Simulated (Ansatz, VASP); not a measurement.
**NbP: VASP beside Ansatz**

```
Nb P
1.0
    -1.70777    1.70777    5.85269
     1.70777   -1.70777    5.85269
     1.70777    1.70777   -5.85269
Nb P
2 2
Direct
  0.24988 0.74988 0.50000
  0.49988 0.49988 0.00000
  0.83275 0.33275 0.50000
  0.08275 0.08275 0.00000
```

Change from the starting cell: volume scaled by 1.06.

Alike in both runs: task single point; functional LDA; k mesh 11 × 11 × 11; occupations fermi-dirac, width 0.05 eV; no spin polarisation.

```csv
,VASP,Ansatz
version,VASP 6.6.1,Ansatz 0.2.0
potentials or method,"VASP PAW LDA potentials, release 64 (Nb_sv, P), cutoff 520 eV","all-electron LAPW, scalar-relativistic"
```

Ansatz gave:

* gap on the k mesh at the Fermi level (eV): none
* pressure (GPa): -18.1
* traceless stress, the component that is largest in VASP (GPa): 1.08

**Question.** What did VASP give for the same quantities?

**Answer.** gap on the k mesh at the Fermi level (eV): none; pressure (GPa): -18.2; traceless stress, the component that is largest in VASP (GPa): 1.08.

LDA's correlation is that of Perdew and Zunger in VASP and of Perdew and Wang (1992) in Ansatz. A gap of «none» marks a metal or a gap that the smearing closes. Ansatz ran all-electron here, and VASP with PAW potentials.
